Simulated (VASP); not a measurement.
A run of VASP 6.6.1 is set up as follows.

INCAR

```
ALGO = Normal ; EDIFF = 1E-7
ENCUT = 520 ; GGA = PE
ISIF = 2 ; ISMEAR = -1
IVDW = 12 ; LASPH = True
LCHARG = True ; LELF = True
LREAL = False ; LVHAR = True
LWAVE = False ; NBANDS = 17
NELM = 80 ; PREC = Accurate
SIGMA = 0.05
```

Contents of KPOINTS:

```
k-points
0
Gamma
  7 7 7
```

The input POSCAR:

```
TePb
1.0
    0.0000000000      3.2355984811      3.2355984811
    3.2355984811      0.0000000000      3.2355984811
    3.2355984811      3.2355984811      0.0000000000
Pb Te
1 1
Direct
    0.0000000000      0.0000000000      0.0000000000
    0.5000000000      0.5000000000      0.5000000000
```

Potentials or basis: VASP PAW PBE potentials, release 64 (Pb_d, Te).

Launch:

```sh
$ cat potpaw_PBE.64/Pb_d/POTCAR potpaw_PBE.64/Te/POTCAR > POTCAR
$ mpirun -np 1 vasp_std > vasp.out
```

(1) What does it give for the pressure?

(2) What does it give for the dispersion energy per atom?

Answers

(1) -0.1 GPa.

(2) -0.401 eV.
